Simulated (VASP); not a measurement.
A run of VASP 6.6.1 is set up as follows.

File INCAR:

```
  PREC = Accurate
  ENCUT = 520
  EDIFF = 1E-6
  ISMEAR = 0
  SIGMA = 0.15
  LREAL = False
  LASPH = True
  NELM = 80
  ALGO = Fast
  ISIF = 2
  LWAVE = False
  LCHARG = False
  GGA = PE
  NBANDS = 10
```

Contents of KPOINTS:

```
Automatic mesh
0
Gamma
  12 12 12
```

The input POSCAR:

```
Cs
1.0
   -3.0980625000      3.0980625000      2.8713750000
    3.0980625000     -3.0980625000      2.8713750000
    3.0980625000      3.0980625000     -2.8713750000
Cs
1
Direct
    0.0000000000      0.0000000000      0.0000000000
```

Potentials or basis: VASP PAW PBE potentials, release 64 (Cs_sv).

Run with:

```console
$ cat potpaw_PBE.64/Cs_sv/POTCAR > POTCAR
$ mpirun -np 1 vasp_std > vasp.out
```

(1) Predict the pressure.

Results:

(1) 0.1 GPa.

Caveat: the cell differs from its parent crystal (strain +0.025 along x and y, -0.050 along z).
